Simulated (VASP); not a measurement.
NaBeH3: single point with LDA

NaBeH3:

```
Na Be H
1.0
     6.69151    0.00000    0.00000
     0.00000    3.34575    0.00000
     0.00000    0.00000    3.34575
Na Be H
2 2 6
Direct
  0.24556 0.50120 0.50205
  0.75206 0.50018 0.49607
  0.00081 0.99734 0.00345
  0.49975 0.00279 0.99189
  0.24980 0.96894 0.99626
  0.00865 0.48176 0.03559
  0.00321 0.01958 0.52207
  0.74899 0.98121 0.02422
  0.49962 0.50646 0.01814
  0.48283 0.00833 0.49297
```

- Program: VASP 6.6.1
- Task: single point
- Functional: LDA
- Potentials or basis: VASP PAW LDA potentials, release 64 (Na_pv, Be, H)
- Cutoff: 520 eV
- k mesh: 1 × 2 × 2
- Occupations: gaussian, width 0.01 eV
- Spin: no spin polarisation
- Dipole correction: no
- Further INCAR settings: ALGO = Normal; EDIFF = 1e-06; NBANDS = 23

```yaml
Pressure: 1.7 GPa
Largest_force: 0.652 eV/Å
Band_gap_on_the_k_mesh: 0.39 eV
```

Forces in eV/Å, atoms in the order of the input:
```
Na   0.120 -0.018  0.046
Na  -0.080 -0.033  0.067
Be   0.277  0.335 -0.486
Be  -0.221 -0.038 -0.072
H   -0.147  0.102  0.008
H   -0.225  0.012 -0.062
H   -0.187 -0.278  0.338
H    0.024  0.102 -0.063
H    0.133 -0.230 -0.211
H    0.307  0.047  0.434
```

Stress tensor (GPa, compression positive):
```
 1.39  0.12 -0.01
 0.12  1.59 -0.11
-0.01 -0.11  1.98
```

Levels at points of the mesh, in eV from the valence-band top:
```tsv
k point	band 10	band 11	band 12	band 13	band 14	band 15
(0.00, 0.00, 0.00)	-0.79	-0.78	-0.04	2.60	2.64	2.66
(0.00, 0.50, 0.00)	-5.37	-5.24	0.00	2.03	3.54	3.59
(0.00, 0.00, 0.50)	-5.36	-5.24	-0.04	2.03	3.57	3.58
(0.00, 0.50, 0.50)	-4.73	-4.71	-4.67	0.39	2.03	3.66
```

Wall time 7.9 s on 1 thread of AMD EPYC 7R43 64-Core Processor (Zen 3), with other jobs on the host, peak memory 0.12 GiB.

Caveat: the k points lie up to 0.94 Å⁻¹ apart; an odd mesh through Γ misses points on the zone boundary, where band edges can lie.
